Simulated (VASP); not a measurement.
# NaErBr4 (P4/mmm) in VASP: single point with PBE

Aim: the single point of NaErBr4 with PBE.

All numbers are computed with VASP 6.6.1; they aren't measurements. Logs are shortened: lines on timing, memory, paths and dates and some standing lists are left out, and cuts for length are marked.

### Step 1. The cell of the first run

The structure is tetragonal, space group P4/mmm (No. 123). Conventional cell: a = 4.943 Å, b = 4.943 Å, c = 7.281 Å, α = 90.00°, β = 90.00°, γ = 90.00°. Within 4.1 Å of Na (site symmetry 4/mmm) lie 8 Br at 3.15 Å. Within 3.9 Å of Er (site symmetry 4/mmm) lie 8 Br at 2.99 Å. Within 4.0 Å of Br (site symmetry 2mm) lie 2 Er at 2.99 Å and 2 Na at 3.15 Å and 6 Br at 3.38 to 3.90 Å.

### Step 2. Single point, PBE

POSCAR

```
NaErBr4
1.0
    4.9431852599      0.0000000000      0.0000000000
    0.0000000000      4.9431852599      0.0000000000
    0.0000000000      0.0000000000      7.2806903884
Na Er Br
1 1 4
Direct
    0.0000000000      0.0000000000      0.5000000000
    0.5000000000      0.5000000000      0.0000000000
    0.0000000000      0.5000000000      0.2321389615
    0.5000000000      0.0000000000      0.2321389615
    0.0000000000      0.5000000000      0.7678610385
    0.5000000000      0.0000000000      0.7678610385
```

INCAR.step1

```
SYSTEM = NaErBr4
  PREC = Accurate
  ENCUT = 400
  EDIFF = 1E-6
  ISMEAR = 0
  SIGMA = 0.02
  LREAL = .FALSE.
  LASPH = .TRUE.
  NELM = 200
  ALGO = Normal
  ISIF = 2
  LWAVE = .FALSE.
  LCHARG = .TRUE.
  LMAXMIX = 6
  GGA = PE
  NBANDS = 31
  GGA_COMPAT = .FALSE.
  NEDOS = 2001
  LORBIT = 11
```

KPOINTS.step1

```
Automatic mesh
0
G
  6 6 4
  0 0 0
```

INCAR.step2

```
SYSTEM = NaErBr4
  PREC = Accurate
  ENCUT = 400
  EDIFF = 1E-6
  ISMEAR = -5
  SIGMA = 0.02
  LREAL = .FALSE.
  LASPH = .TRUE.
  NELM = 200
  ALGO = Normal
  ISIF = 2
  LWAVE = .FALSE.
  LCHARG = .FALSE.
  LMAXMIX = 6
  GGA = PE
  LORBIT = 11
  NEDOS = 2001
  ICHARG = 11
  GGA_COMPAT = .FALSE.
```

KPOINTS.step2

```
Automatic mesh
0
G
  9 9 6
  0 0 0
```

Potentials or basis: VASP PAW PBE potentials, release 64 (Na_pv, Er_3, Br), 4f in core.

On the command line:

```sh
cat potpaw_PBE.64/Na_pv/POTCAR potpaw_PBE.64/Er_3/POTCAR potpaw_PBE.64/Br/POTCAR > POTCAR
cp INCAR.step1 INCAR
cp KPOINTS.step1 KPOINTS
mpirun -np 1 vasp_std > vasp.out
cp INCAR.step2 INCAR
cp KPOINTS.step2 KPOINTS
mpirun -np 1 vasp_std > vasp.out
```

OUTCAR:

```text
SYSTEM = NaErBr4
   PREC = Accurate
   ENCUT = 400
   EDIFF = 1E-6
   ISMEAR = -5
   LREAL = .FALSE.
   LASPH = .TRUE.
   NELM = 200
   ISIF = 2
   GGA = PE
   LORBIT = 11
   ICHARG = 11

 ion  position               nearest neighbor table
   1  0.000  0.000  0.500-
   2  0.500  0.500  0.000-   3 2.99   4 2.99   5 2.99   6 2.99   4 2.99   6 2.99   3 2.99   5 2.99

   3  0.000  0.500  0.232-   2 2.99   2 2.99
   4  0.500  0.000  0.232-   2 2.99   2 2.99
   5  0.000  0.500  0.768-   2 2.99   2 2.99
   6  0.500  0.000  0.768-   2 2.99   2 2.99

  LATTYP: Found a simple tetragonal cell.
 ALAT       =     4.9431852599
 C/A-ratio  =     1.4728742715

  Lattice vectors:

 A1 = (   4.9431852599,   0.0000000000,   0.0000000000)
 A2 = (   0.0000000000,   4.9431852599,   0.0000000000)
 A3 = (   0.0000000000,   0.0000000000,   7.2806903884)

Analysis of symmetry for initial positions (statically):
=====================================================================
 Subroutine PRICEL returns:
 Original cell was already a primitive cell.

 Routine SETGRP: Setting up the symmetry group for a
 simple tetragonal supercell.

 Subroutine GETGRP returns: Found 16 space group operations
 (whereof 16 operations were pure point group operations)
 out of a pool of 16 trial point group operations.

The static configuration has the point symmetry D_4h.

Analysis of symmetry for dynamics (positions and initial velocities):
=====================================================================
 Subroutine PRICEL returns:
 Original cell was already a primitive cell.

 Routine SETGRP: Setting up the symmetry group for a
 simple tetragonal supercell.

 Subroutine GETGRP returns: Found 16 space group operations
 (whereof 16 operations were pure point group operations)
 out of a pool of 16 trial point group operations.

The dynamic configuration has the point symmetry D_4h.

 Subroutine INISYM returns: Found 16 space group operations
 (whereof 16 operations are pure point group operations),
 and found     1 'primitive' translations

----------------------------------------------------------------------------------------

                                     Primitive cell

  volume of cell :     177.9043

  direct lattice vectors                    reciprocal lattice vectors
     4.943185260  0.000000000  0.000000000     0.202298710  0.000000000  0.000000000
     0.000000000  4.943185260  0.000000000     0.000000000  0.202298710  0.000000000
     0.000000000  0.000000000  7.280690388     0.000000000  0.000000000  0.137349612

  length of vectors
     4.943185260  4.943185260  7.280690388     0.202298710  0.202298710  0.137349612

  position of ions in fractional coordinates (direct lattice)
     0.000000000  0.000000000  0.500000000
     0.500000000  0.500000000  0.000000000
     0.000000000  0.500000000  0.232138961
     0.500000000  0.000000000  0.232138961
     0.000000000  0.500000000  0.767861039
     0.500000000  0.000000000  0.767861039

  ion indices of the primitive-cell ions
   primitive index   ion index
                 1           1
                 2           2
                 3           3
                 4           4
                 5           5
                 6           6

----------------------------------------------------------------------------------------

 KPOINTS: Automatic mesh

Automatic generation of k-mesh.
 Grid dimensions read from file:
 generate k-points for:    9    9    6

 Generating k-lattice:

  Cartesian coordinates                     Fractional coordinates (reciprocal lattice)
     0.022477634  0.000000000  0.000000000     0.111111111  0.000000000  0.000000000
     0.000000000  0.022477634  0.000000000     0.000000000  0.111111111  0.000000000
     0.000000000  0.000000000  0.022891602     0.000000000  0.000000000  0.166666667

  Length of vectors
     0.022477634  0.022477634  0.022891602

  Shift w.r.t. Gamma in fractional coordinates (k-lattice)
     0.000000000  0.000000000  0.000000000

 TETIRR: Found    723 inequivalent tetrahedra from     2916

 Subroutine IBZKPT returns following result:
 ===========================================

 Found     60 irreducible k-points:

 Following reciprocal coordinates:
            Coordinates               Weight
  0.000000  0.000000  0.000000      1.000000
  0.111111  0.000000  0.000000      4.000000
  0.222222  0.000000  0.000000      4.000000
  0.333333  0.000000  0.000000      4.000000
  0.444444  0.000000  0.000000      4.000000
  0.111111  0.111111  0.000000      4.000000
[... 16 lines left out ...]
  0.333333  0.111111  0.166667     16.000000
  0.444444  0.111111  0.166667     16.000000
 [... further k-points ...]
   k-points           NKPTS =     60   k-points in BZ     NKDIM =     60   number of bands    NBANDS=     26
   number of dos      NEDOS =   2001   number of ions     NIONS =      6
   total plane-waves  NPLWV =  49152
   dimension x,y,z NGX =    32 NGY =   32 NGZ =   48
   dimension x,y,z NGXF=    64 NGYF=   64 NGZF=   96
   ions per type =               1   1   4
   NGX,Y,Z   is equivalent  to a cutoff of  10.76, 10.76, 10.96 a.u.
   NGXF,Y,Z  is equivalent  to a cutoff of  21.52, 21.52, 21.92 a.u.
 SYSTEM =  NaErBr4
   PREC   = accura    normal or accurate (medium, high low for compatibility)
   ISTART =      0    job   : 0-new  1-cont  2-samecut
   ICHARG =     11    charge: 1-file 2-atom 10-const
   ISPIN  =      1    spin polarized calculation?
   LNONCOLLINEAR =      F non collinear calculations
   LSORBIT =      F    spin-orbit coupling
   LASPH  =      T    aspherical Exc in radial PAW
   ENCUT  =  400.0 eV  29.40 Ry    5.42 a.u.   8.06  8.06 11.87*2*pi/ulx,y,z
   NELM   =    200;   NELMIN=  2; NELMDL=  0     # of ELM steps
   EDIFF  = 0.1E-05   stopping-criterion for ELM
   LREAL  =      F    real-space projection
   EDIFFG = 0.1E-04   stopping-criterion for IOM
   NSW    =      0    number of steps for IOM
   IBRION =     -1    ionic relax: 0-MD 1-quasi-New 2-CG
   NFREE  =      0    steps in history (QN), initial steepest desc. (CG)
   ISIF   =      2    stress and relaxation
   ISYM   =      2    0-nonsym 1-usesym 2-fastsym
   POTIM  = 0.5000    time-step for ionic-motion
   TEBEG  =    0.0;   TEEND  =   0.0 temperature during run
   PSTRESS=    0.0 pullay stress
   NELECT =      44.0000    total number of electrons
   NUPDOWN=      -1.0000    fix difference up-down
   EMIN   =  10.00;   EMAX   =-10.00  energy-range for DOS
   EFERMI =   0.00;   METHOD = LEGACY
   ISMEAR =    -5;   SIGMA  =   0.02  broadening in eV -4-tet -1-fermi 0-gaus
   EFERMI_NEDOS =   21; number of points for ismear=-14 and -15
   IALGO  =     38    algorithm
   IMIX   =      4    mixing-type and parameters
     AMIX     =   0.40;   BMIX     =  1.00
     AMIX_MAG =   1.60;   BMIX_MAG =  1.00
  volume/ion in A,a.u.               =      29.65       200.09
  Fermi-wavevector in a.u.,A,eV,Ry     =   1.027615  1.941910 14.367641  1.055992
  Thomas-Fermi vector in A             =   2.161569
   LORBIT       =     11    0 simple, 1 ext, 2 COOP (PROOUT), +10 PAW based schemes
   GGA     = PE    functional components
   LHFCALC =     F    Hartree Fock is set to
   AEXX    =    0.0000 exact exchange contribution
   IVDW    =     0    specifies the selected vdW correction
   LEPSILON=     F    determine dielectric tensor
   LRPA    =     F    only Hartree local field effects (RPA)
 non-spin polarized calculation
 Fermi weights with tetrahedron method with Bloechl corrections
  energy-cutoff  :      400.00
  volume of cell :      177.90
 maximum number of plane-waves:      3274

 number of electron      43.9999988 magnetization

 Free energy of the ion-electron system (eV)
  ---------------------------------------------------
  ext. energy  EPLUGINS =         0.00000000
  ---------------------------------------------------
  free energy    TOTEN  =       -22.18524523 eV

  energy without entropy =      -22.18524523  energy(sigma->0) =      -22.18524523

 E-fermi :   0.9049     XC(G=0):  -8.2664

 val. band max:        0.8945179953   @ k =   0.4444   0.4444   0.0000
 cond. band min:       3.2326436823   @ k =   0.0000   0.0000   0.0000
 fundamental gap:      2.3381256870
 Fermi energy:         0.9049336338

 k-point     1 :       0.0000    0.0000    0.0000
  band No.  band energies     occupation
      1     -24.1797      2.00000
      2     -24.1261      2.00000
      3     -24.1261      2.00000
      4     -21.9550      2.00000
      5     -21.9550      2.00000
      6     -21.9422      2.00000
[... 18 lines left out ...]
     25       4.3885      0.00000
     26       5.9693      0.00000

 k-point     2 :       0.1111    0.0000    0.0000
  band No.  band energies     occupation
      1     -24.1792      2.00000
      2     -24.1281      2.00000
      3     -24.1260      2.00000
      4     -21.9553      2.00000
      5     -21.9551      2.00000
      6     -21.9421      2.00000
[... 18 lines left out ...]
     25       4.6154      0.00000
     26       5.7376      0.00000

 k-point     3 :       0.2222    0.0000    0.0000
  band No.  band energies     occupation
      1     -24.1780      2.00000
      2     -24.1332      2.00000
      3     -24.1259      2.00000
      4     -21.9558      2.00000
      5     -21.9550      2.00000
      6     -21.9420      2.00000
[... 18 lines left out ...]
     25       5.0547      0.00000
     26       5.4664      0.00000

 k-point     4 :       0.3333    0.0000    0.0000
  band No.  band energies     occupation
      1     -24.1767      2.00000
      2     -24.1390      2.00000
      3     -24.1257      2.00000
      4     -21.9563      2.00000
      5     -21.9550      2.00000
      6     -21.9418      2.00000
[... 18 lines left out ...]
     25       5.1313      0.00000
     26       5.2341      0.00000

 k-point     5 :       0.4444    0.0000    0.0000
  band No.  band energies     occupation
      1     -24.1758      2.00000
      2     -24.1428      2.00000
      3     -24.1256      2.00000
      4     -21.9566      2.00000
      5     -21.9550      2.00000
      6     -21.9417      2.00000
[... 18 lines left out ...]
     25       5.1288      0.00000
     26       5.6273      0.00000

 k-point     6 :       0.1111    0.1111    0.0000
  band No.  band energies     occupation
      1     -24.1787      2.00000
      2     -24.1281      2.00000
      3     -24.1280      2.00000
      4     -21.9553      2.00000
      5     -21.9553      2.00000
      6     -21.9421      2.00000
[... 427 lines left out ...]
 k-point    21 :       0.1111    0.1111    0.1667
  band No.  band energies     occupation
      1     -24.1787      2.00000
      2     -24.1281      2.00000
      3     -24.1280      2.00000
      4     -21.9553      2.00000
      5     -21.9553      2.00000
      6     -21.9421      2.00000
[... 18 lines left out ...]
     25       5.2913      0.00000
     26       5.7740      0.00000

 k-point    22 :       0.2222    0.1111    0.1667
  band No.  band energies     occupation
      1     -24.1776      2.00000
      2     -24.1331      2.00000
      3     -24.1279      2.00000
      4     -21.9558      2.00000
      5     -21.9552      2.00000
      6     -21.9419      2.00000
[... 18 lines left out ...]
     25       5.1311      0.00000
     26       5.9018      0.00000

 k-point    23 :       0.3333    0.1111    0.1667
  band No.  band energies     occupation
      1     -24.1762      2.00000
      2     -24.1389      2.00000
      3     -24.1277      2.00000
      4     -21.9563      2.00000
      5     -21.9552      2.00000
      6     -21.9418      2.00000
[... 18 lines left out ...]
     25       5.0963      0.00000
     26       5.3770      0.00000

 k-point    24 :       0.4444    0.1111    0.1667
  band No.  band energies     occupation
      1     -24.1753      2.00000
      2     -24.1427      2.00000
      3     -24.1276      2.00000
      4     -21.9566      2.00000
      5     -21.9552      2.00000
      6     -21.9417      2.00000
[... 18 lines left out ...]
     25       5.1336      0.00000
     26       5.4854      0.00000

 [... further k-points ...]

------------------------ aborting loop because EDIFF is reached ----------------------------------------

  FORCE on cell =-STRESS in cart. coord.  units (eV):
  Direction    XX          YY          ZZ          XY          YZ          ZX
  --------------------------------------------------------------------------------------
  -------------------------------------------------------------------------------------
  Total       -0.1111904     -0.1111904     -0.1119163      0.0000000      0.0000000      0.0000000
  in kB       -1.0013626     -1.0013626     -1.0079007      0.0000000      0.0000000      0.0000000
  external PRESSURE =      -1.0035420 kB  Pullay stress =       0.0000000 kB

 VOLUME and BASIS-vectors are now :
 -----------------------------------------------------------------------------
  energy-cutoff  :      400.00
  volume of cell :      177.90
      direct lattice vectors                 reciprocal lattice vectors
     4.943185260  0.000000000  0.000000000     0.202298710  0.000000000  0.000000000
     0.000000000  4.943185260  0.000000000     0.000000000  0.202298710  0.000000000
     0.000000000  0.000000000  7.280690388     0.000000000  0.000000000  0.137349612

 POSITION                                       TOTAL-FORCE (eV/Angst)
 -----------------------------------------------------------------------------------
      0.00000      0.00000      3.64035        -0.000000     -0.000000      0.000000
      2.47159      2.47159      0.00000        -0.000000     -0.000000      0.000000
      0.00000      2.47159      1.69013        -0.000000      0.000000     -0.003972
      2.47159      0.00000      1.69013         0.000000     -0.000000     -0.003972
      0.00000      2.47159      5.59056        -0.000000     -0.000000      0.003972
      2.47159      0.00000      5.59056         0.000000      0.000000      0.003972
 -----------------------------------------------------------------------------------
    total drift:                                0.000000     -0.000000     -0.000000

  FREE ENERGIE OF THE ION-ELECTRON SYSTEM (eV)
  ---------------------------------------------------
  free  energy   TOTEN  =       -22.1852452258 eV

  energy  without entropy=      -22.1852452258  energy(sigma->0) =      -22.18524523

 total charge

# of ion       s       p       d       tot
------------------------------------------
    1        0.032   5.967   0.000   6.000
    2        0.274   6.525   0.818   7.617
    3        1.609   3.286   0.010   4.906
    4        1.609   3.286   0.010   4.906
    5        1.609   3.286   0.010   4.906
    6        1.609   3.286   0.010   4.906
--------------------------------------------------
tot          6.744  25.638   0.858  33.239
```

Run time: 73 s. Hardware: 1 thread of Intel Xeon 6975P-C (Granite Rapids), shared host; peak memory 0.32 GiB.

What came out:

```
Valence electrons inside the program's atomic spheres : Na 6.00; Er 7.62; Br 4.91
```

Caveat: spin-orbit coupling is left out, which moves the levels of the heavy elements; the 4f electrons are frozen in the core, so they carry no moment and show no levels. Spin polarisation is off, so any magnetic state and its effect on volume and gap are missing.
